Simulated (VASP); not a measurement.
# HC4 in VASP: a series of runs

HC4 is run at these levels: PBE+D3(BJ); tasks: single point.

All numbers are computed with VASP 6.6.1; they aren't measurements. Logs are shortened: lines on timing, memory, paths and dates and some standing lists are left out, and cuts for length are marked.

## 1. The cell of the first run

The cell holds a slab with vacuum, 10 atoms: a = 4.931 Å, b = 4.931 Å, c = 18.000 Å, α = 90.00°, β = 90.00°, γ = 120.00°.

## 2. Single point, PBE+D3(BJ)

Input file INCAR:

```
PREC = Accurate ; ENCUT = 520
EDIFF = 1E-6 ; ISMEAR = 0
SIGMA = 0.1 ; LREAL = F
LASPH = T ; NELM = 120
ALGO = Normal ; ISIF = 2
LWAVE = F ; LCHARG = F
LDIPOL = T ; IDIPOL = 3
DIPOL = 0.5 0.5 0.241 ; GGA = PE
IVDW = 12 ; NBANDS = 28
GGA_COMPAT = F ; NELMDL = -8
```

Input file KPOINTS:

```
regular mesh
0
Gamma
  6 6 1
```

Input file POSCAR:

```
HC4
1.0
    4.9314379192      0.0000000000      0.0000000000
   -2.4657189596      4.2707505152      0.0000000000
    0.0000000000      0.0000000000     18.0000000000
C H
8 2
Direct
    0.1666666667      0.3333333333      0.2222222222
    0.1666666667      0.8333333333      0.2222222222
    0.6666666667      0.3333333333      0.2222222222
    0.6666666667      0.8333333333      0.2222222222
    0.3333333333      0.1666666667      0.2222222222
    0.3333333333      0.6666666667      0.2222222222
    0.8333333333      0.1666666667      0.2222222222
    0.8333333333      0.6666666667      0.2222222222
    0.0975336188      0.4024663812      0.3183333333
    0.2357997146      0.2642002854      0.3183333333
```

Potentials or basis: VASP PAW PBE potentials, release 64 (C, H).

The run is started by

```console
> cat potpaw_PBE.64/C/POTCAR potpaw_PBE.64/H/POTCAR > POTCAR
> mpirun -np 1 vasp_std > vasp.out
```

OUTCAR:

```text
PREC = Accurate
   ENCUT = 520
   EDIFF = 1E-6
   ISMEAR = 0
   LREAL = F
   LASPH = T
   NELM = 120
   ISIF = 2
   GGA = PE
   IVDW = 12
   NELMDL = -8
 IVDW          = 12

 ion  position               nearest neighbor table
   1  0.167  0.333  0.222-   5 1.42   6 1.42   7 1.42
   2  0.167  0.833  0.222-   6 1.42   5 1.42   8 1.42
   3  0.667  0.333  0.222-   7 1.42   8 1.42   5 1.42
   4  0.667  0.833  0.222-   8 1.42   7 1.42   6 1.42
   5  0.333  0.167  0.222-   1 1.42   2 1.42   3 1.42
   6  0.333  0.667  0.222-   2 1.42   1 1.42   4 1.42
   7  0.833  0.167  0.222-   3 1.42   4 1.42   1 1.42
   8  0.833  0.667  0.222-   4 1.42   3 1.42   2 1.42
   9  0.098  0.402  0.318-
  10  0.236  0.264  0.318-

  LATTYP: Found a hexagonal cell.
 ALAT       =     4.9314379192
 C/A-ratio  =     3.6500510186

  Lattice vectors:

 A1 = (   4.9314379192,   0.0000000000,   0.0000000000)
 A2 = (  -2.4657189596,   4.2707505152,   0.0000000000)
 A3 = (   0.0000000000,   0.0000000000,  18.0000000000)

Analysis of symmetry for initial positions (statically):
=====================================================================
 Subroutine PRICEL returns:
 Original cell was already a primitive cell.

 Routine SETGRP: Setting up the symmetry group for a
 hexagonal supercell.

 Subroutine GETGRP returns: Found  2 space group operations
 (whereof  1 operations were pure point group operations)
 out of a pool of 24 trial point group operations.

The static configuration has the point symmetry C_1 .
 The point group associated with its full space group is C_1h.

Analysis of symmetry for dynamics (positions and initial velocities):
=====================================================================
 Subroutine PRICEL returns:
 Original cell was already a primitive cell.

 Routine SETGRP: Setting up the symmetry group for a
 hexagonal supercell.

 Subroutine GETGRP returns: Found  2 space group operations
 (whereof  1 operations were pure point group operations)
 out of a pool of 24 trial point group operations.

The dynamic configuration has the point symmetry C_1 .
 The point group associated with its full space group is C_1h.
[... 111 lines left out ...]
   POTIM  = 0.5000    time-step for ionic-motion
   TEBEG  =    0.0;   TEEND  =   0.0 temperature during run
   PSTRESS=    0.0 pullay stress
   NELECT =      34.0000    total number of electrons
   NUPDOWN=      -1.0000    fix difference up-down
   EMIN   =  10.00;   EMAX   =-10.00  energy-range for DOS
   EFERMI =   0.00;   METHOD = LEGACY
   ISMEAR =     0;   SIGMA  =   0.10  broadening in eV -4-tet -1-fermi 0-gaus
   EFERMI_NEDOS =   21; number of points for ismear=-14 and -15
   IALGO  =     38    algorithm
   IMIX   =      4    mixing-type and parameters
     AMIX     =   0.40;   BMIX     =  1.00
     AMIX_MAG =   1.60;   BMIX_MAG =  1.00
  volume/ion in A,a.u.               =      37.91       255.83
  Fermi-wavevector in a.u.,A,eV,Ry     =   0.732798  1.384788  7.306236  0.536993
  Thomas-Fermi vector in A             =   1.825350
   LORBIT       =      0    0 simple, 1 ext, 2 COOP (PROOUT), +10 PAW based schemes
   GGA     = PE    functional components
   LHFCALC =     F    Hartree Fock is set to
   AEXX    =    0.0000 exact exchange contribution
   IVDW    =    12    specifies the selected vdW correction
   LEPSILON=     F    determine dielectric tensor
   LRPA    =     F    only Hartree local field effects (RPA)
 non-spin polarized calculation
 Gauss-broadening in eV      SIGMA  =   0.10
  energy-cutoff  :      520.00
  volume of cell :      379.10
 maximum number of plane-waves:     10258
 NGX is ok and might be reduce to    40
   NGX = 19   NGY = 19   NGZ = 67

 dipolmoment           0.000000      0.000000     -0.018552 electrons x Angstroem

 number of electron      33.9999998 magnetization

 dipolmoment           0.000000      0.000000      0.099979 electrons x Angstroem

 Free energy of the ion-electron system (eV)
  ---------------------------------------------------
  ext. energy  EPLUGINS =         0.00000000
  ---------------------------------------------------
  free energy    TOTEN  =       -77.43462796 eV

  energy without entropy =      -77.43461161  energy(sigma->0) =      -77.43461979

 E-fermi :  -2.9483     XC(G=0):  -2.7357

 val. band max:       -3.1921586109   @ k =   0.3333   0.3333   0.0000
 cond. band min:      -2.7043576105   @ k =   0.3333   0.3333   0.0000
 fundamental gap:      0.4878010004
 Fermi energy:        -2.9482581225

 k-point     1 :       0.0000    0.0000    0.0000
  band No.  band energies     occupation
      1     -22.6018      2.00000
      2     -17.4870      2.00000
      3     -17.2977      2.00000
      4     -17.2759      2.00000
      5     -16.3216      2.00000
      6     -16.2722      2.00000
[... 392 lines left out ...]
     27       4.5425      0.00000
     28       4.7137      0.00000

------------------------ aborting loop because EDIFF is reached ----------------------------------------

 vacuum level on the upper side and lower side of the slab       (xc-potential included)         0.411        -0.424

 Edisp (eV)   -0.90620

 E8    (eV) :    -0.2699

  FORCE on cell =-STRESS in cart. coord.  units (eV):
  Direction    XX          YY          ZZ          XY          YZ          ZX
  --------------------------------------------------------------------------------------
  -------------------------------------------------------------------------------------
  Total      -3.47840    -0.78238     6.84566     2.33482    -0.06937     0.12015
  in kB     -14.70077    -3.30657    28.93182     9.86767    -0.29317     0.50778
  external pressure =        3.64 kB  Pullay stress =        0.00 kB

 VOLUME and BASIS-vectors are now :
 -----------------------------------------------------------------------------
  energy-cutoff  :      520.00
  volume of cell :      379.10
      direct lattice vectors                 reciprocal lattice vectors
     4.931437919  0.000000000  0.000000000     0.202780612  0.117075441  0.000000000
    -2.465718960  4.270750515  0.000000000     0.000000000  0.234150882  0.000000000
     0.000000000  0.000000000 18.000000000     0.000000000  0.000000000  0.055555556

 POSITION                                       TOTAL-FORCE (eV/Angst)
 -----------------------------------------------------------------------------------
      0.00000      1.42358      4.00000        -0.179941      0.103889     -1.655043
     -1.23286      3.55896      4.00000         0.087220     -0.027583     -0.026078
      2.46572      1.42358      4.00000         0.067498     -0.061743     -0.026078
      1.23286      3.55896      4.00000        -0.143076      0.082605     -0.004025
      1.23286      0.71179      4.00000         0.330475     -0.190800     -0.707589
     -0.00000      2.84717      4.00000         0.078008      0.422543     -0.937658
      3.69858      0.71179      4.00000        -0.326929     -0.278829     -0.937658
      2.46572      2.84717      4.00000         0.017466     -0.010084      0.300036
     -0.51139      1.71883      5.73000         3.684794     -2.127417      2.099161
      0.51139      1.12833      5.73000        -3.615516      2.087419      1.894932
 -----------------------------------------------------------------------------------
    total drift:                               -0.000108      0.000062      0.000381

  FREE ENERGIE OF THE ION-ELECTRON SYSTEM (eV)
  ---------------------------------------------------
  free  energy   TOTEN  =       -78.3408277996 eV

  energy  without entropy=      -78.3408114437  energy(sigma->0) =      -78.34081962

 vacuum level on the upper side and lower side of the slab         2.314         1.456
```

Run time: 3 min. Hardware: 1 thread of Intel Xeon 6975P-C (Granite Rapids), shared host; peak memory 0.53 GiB.

What came out:

- Free energy: -78.3408 eV
- Largest force: 4.744 eV/Å
- Band gap on the k mesh: 0.49 eV
- Dispersion energy per atom: -0.091 eV

Forces in eV/Å, atoms in the order of the input:
```
C   -0.180  0.104 -1.655
C    0.087 -0.028 -0.026
C    0.067 -0.062 -0.026
C   -0.143  0.083 -0.004
C    0.330 -0.191 -0.708
C    0.078  0.423 -0.938
C   -0.327 -0.279 -0.938
C    0.017 -0.010  0.300
H    3.685 -2.127  2.099
H   -3.616  2.087  1.895
```

Levels at points of the mesh, in eV from the valence-band top:
| k point | band 15 | band 16 | band 17 | band 18 | band 19 | band 20 |
| --- | --- | --- | --- | --- | --- | --- |
| (0.00, 0.00, 0.00) | -2.33 | -2.19 | -0.96 | 1.07 | 1.78 | 1.90 |
| (0.50, 0.00, 0.00) | -3.41 | -2.75 | -0.99 | 2.54 | 2.94 | 4.20 |
| (0.50, 0.50, 0.00) | -3.62 | -2.58 | -0.81 | 2.53 | 2.98 | 3.53 |

## 3. Single point, PBE+D3(BJ)

Input file INCAR:

```
SYSTEM = HC4
PREC = Accurate
ENCUT = 520
EDIFF = 1E-6
ISMEAR = 0
SIGMA = 0.1
LREAL = .False.
LASPH = .True.
NELM = 120
ALGO = Normal
ISIF = 2
LWAVE = .False.
LCHARG = .True.
LDIPOL = .True.
IDIPOL = 3
DIPOL = 0.5 0.5 0.234
GGA = PE
IVDW = 12
LELF = .True.
LVHAR = .True.
LVACPOTAV = .True.
NBANDS = 28
GGA_COMPAT = .False.
NELMDL = -8
```

Input file KPOINTS:

```
regular mesh
0
Gamma
  6 6 1
  0 0 0
```

Changes to POSCAR since step 2:

```diff
@@ -16,3 +16,3 @@
     0.8333333333      0.6666666667      0.2222222222
-    0.0975336188      0.4024663812      0.3183333333
-    0.2357997146      0.2642002854      0.3183333333
+    0.1286171483      0.3713828517      0.2827777778
+    0.2047161850      0.2952838150      0.2827777778
```

Potentials or basis: VASP PAW PBE potentials, release 64 (C, H).

The run is started by

```console
> cat potpaw_PBE.64/C/POTCAR potpaw_PBE.64/H/POTCAR > POTCAR
> mpirun -np 1 vasp_std > vasp.out
```

Run time: 11 min. Hardware: 1 thread of AMD EPYC 7R13, shared host; peak memory 0.52 GiB.

Results (log left out):

```
Free energy                : -74.4276 eV
Largest force              : 9.401 eV/Å
Band gap on the k mesh     : 0.78 eV (least direct gap 0.95 eV)
Dispersion energy per atom : -0.081 eV
```

Forces in eV/Å, atoms in the order of the input:
```
C   -0.465  0.268 -2.381
C    0.221 -0.020 -0.248
C    0.128 -0.181 -0.248
C   -0.254  0.147 -0.218
C    3.655 -2.110 -2.517
C    0.079  4.223 -2.780
C   -3.618 -2.180 -2.780
C    0.030 -0.017  0.477
H   -6.478  3.740  5.356
H    6.701 -3.869  5.339
```

Levels at points of the mesh, in eV from the valence-band top:
```tsv
k point	band 13	band 14	band 15	band 16	band 17	band 18	band 19	band 20	band 21	band 22
(0.00, 0.00, 0.00)	-3.45	-3.35	-2.71	-2.58	-0.18	0.78	1.19	1.52	3.37	3.95
(0.50, 0.00, 0.00)	-5.88	-5.02	-4.26	-3.16	0.00	2.25	2.48	4.27	4.93	5.66
(0.50, 0.50, 0.00)	-5.75	-5.04	-4.29	-3.02	-0.01	2.42	2.49	4.12	4.89	5.58
```

## 4. Single point, PBE+D3(BJ)

Input file INCAR:

```
SYSTEM = HC4
PREC = Accurate
ENCUT = 520
EDIFF = 1E-6
ISMEAR = 0
SIGMA = 0.1
LREAL = .FALSE.
LASPH = .TRUE.
NELM = 120
ALGO = Normal
ISIF = 2
LWAVE = .FALSE.
LCHARG = .FALSE.
LDIPOL = .TRUE.
IDIPOL = 3
DIPOL = 0.5 0.5 0.241
GGA = PE
IVDW = 12
NBANDS = 28
GGA_COMPAT = .FALSE.
NELMDL = -8
```

Input file KPOINTS:

```
Automatic mesh
0
G
  6 6 1
  0 0 0
```

Changes to POSCAR since step 3:

```diff
@@ -16,3 +16,3 @@
     0.8333333333      0.6666666667      0.2222222222
-    0.1286171483      0.3713828517      0.2827777778
-    0.2047161850      0.2952838150      0.2827777778
+    0.1286171483      0.3713828517      0.3183333333
+    0.2047161850      0.2952838150      0.3183333333
```

Potentials or basis: VASP PAW PBE potentials, release 64 (C, H).

The run is started by

```console
> cat potpaw_PBE.64/C/POTCAR potpaw_PBE.64/H/POTCAR > POTCAR
> mpirun -np 1 vasp_std > vasp.out
```

OUTCAR:

```text
SYSTEM = HC4
   PREC = Accurate
   ENCUT = 520
   EDIFF = 1E-6
   ISMEAR = 0
   LREAL = .FALSE.
   LASPH = .TRUE.
   NELM = 120
   ISIF = 2
   GGA = PE
   IVDW = 12
   NELMDL = -8
 IVDW          = 12

 ion  position               nearest neighbor table
   1  0.167  0.333  0.222-   5 1.42   6 1.42   7 1.42
   2  0.167  0.833  0.222-   6 1.42   5 1.42   8 1.42
   3  0.667  0.333  0.222-   7 1.42   8 1.42   5 1.42
   4  0.667  0.833  0.222-   8 1.42   7 1.42   6 1.42
   5  0.333  0.167  0.222-   1 1.42   2 1.42   3 1.42
   6  0.333  0.667  0.222-   2 1.42   1 1.42   4 1.42
[... 624 lines left out ...]
  external pressure =       16.07 kB  Pullay stress =        0.00 kB

 VOLUME and BASIS-vectors are now :
 -----------------------------------------------------------------------------
  energy-cutoff  :      520.00
  volume of cell :      379.10
      direct lattice vectors                 reciprocal lattice vectors
     4.931437919  0.000000000  0.000000000     0.202780612  0.117075441  0.000000000
    -2.465718960  4.270750515  0.000000000     0.000000000  0.234150882  0.000000000
     0.000000000  0.000000000 18.000000000     0.000000000  0.000000000  0.055555556

 POSITION                                       TOTAL-FORCE (eV/Angst)
 -----------------------------------------------------------------------------------
      0.00000      1.42358      4.00000        -0.047243      0.027275     -2.334694
     -1.23286      3.55896      4.00000         0.079804      0.038322      0.026745
      2.46572      1.42358      4.00000         0.006714     -0.088273      0.026745
      1.23286      3.55896      4.00000        -0.094079      0.054316      0.028473
      1.23286      0.71179      4.00000         0.285819     -0.165018     -0.824882
     -0.00000      2.84717      4.00000         0.032454      0.318525     -0.837333
      3.69858      0.71179      4.00000        -0.259624     -0.187368     -0.837333
      2.46572      2.84717      4.00000        -0.005711      0.003297      0.203472
     -0.28146      1.58608      5.73000        -3.873981      2.236644      2.284643
      0.28146      1.26108      5.73000         3.875847     -2.237721      2.264163
 -----------------------------------------------------------------------------------
    total drift:                               -0.000032      0.000018      0.000358

  FREE ENERGIE OF THE ION-ELECTRON SYSTEM (eV)
  ---------------------------------------------------
  free  energy   TOTEN  =       -79.5326016324 eV

  energy  without entropy=      -79.5311059163  energy(sigma->0) =      -79.53185377

 vacuum level on the upper side and lower side of the slab         1.878         1.714
```

OSZICAR:

```text
N       E                     dE             d eps       ncg     rms          rms(c)
DAV:   1     0.290067799165E+03    0.29007E+03   -0.12524E+04   736   0.908E+02
DAV:   2    -0.396568335894E+02   -0.32972E+03   -0.31198E+03  1172   0.219E+02
DAV:   3    -0.831636482366E+02   -0.43507E+02   -0.43262E+02   900   0.894E+01
DAV:   4    -0.843334213907E+02   -0.11698E+01   -0.11654E+01   952   0.186E+01
[... 16 lines left out ...]
DAV:  21    -0.786991080968E+02   -0.47810E-04   -0.18118E-06   688   0.411E-03    0.816E-04
DAV:  22    -0.786991222544E+02   -0.14158E-04   -0.39589E-07   572   0.217E-03    0.392E-04
DAV:  23    -0.786991274665E+02   -0.52121E-05   -0.11351E-07   616   0.106E-03    0.197E-04
DAV:  24    -0.786991286307E+02   -0.11642E-05   -0.39341E-08   576   0.656E-04    0.917E-05
DAV:  25    -0.786991287475E+02   -0.11683E-06   -0.35273E-09   620   0.292E-04
   1 F= -.79532602E+02 E0= -.79531854E+02  d E =-.149572E-02
```

stdout:

```text
POSCAR found type information on POSCAR C H
 POSCAR found :  2 types and      10 ions
 scaLAPACK will be used
 LDA part: xc-table for (Slater+PW92), standard interpolation
 POSCAR, INCAR and KPOINTS ok, starting setup
 FFT: planning ... GRIDC
 FFT: planning ... GRID_SOFT
 FFT: planning ... GRID
 WAVECAR not read
 entering main loop
```

It took 8.7 min on 1 thread of AMD EPYC 7R13, shared host; peak memory 0.52 GiB.

What came out:

- Free energy: -79.5326 eV
- Largest force: 5.023 eV/Å
- Band gap on the k mesh: 0.24 eV
- Dispersion energy per atom: -0.083 eV

Forces on the atoms (eV/Å):
```
C   -0.047  0.027 -2.335
C    0.080  0.038  0.027
C    0.007 -0.088  0.027
C   -0.094  0.054  0.028
C    0.286 -0.165 -0.825
C    0.032  0.319 -0.837
C   -0.260 -0.187 -0.837
C   -0.006  0.003  0.203
H   -3.874  2.237  2.285
H    3.876 -2.238  2.264
```

[end of part 1 of 2]
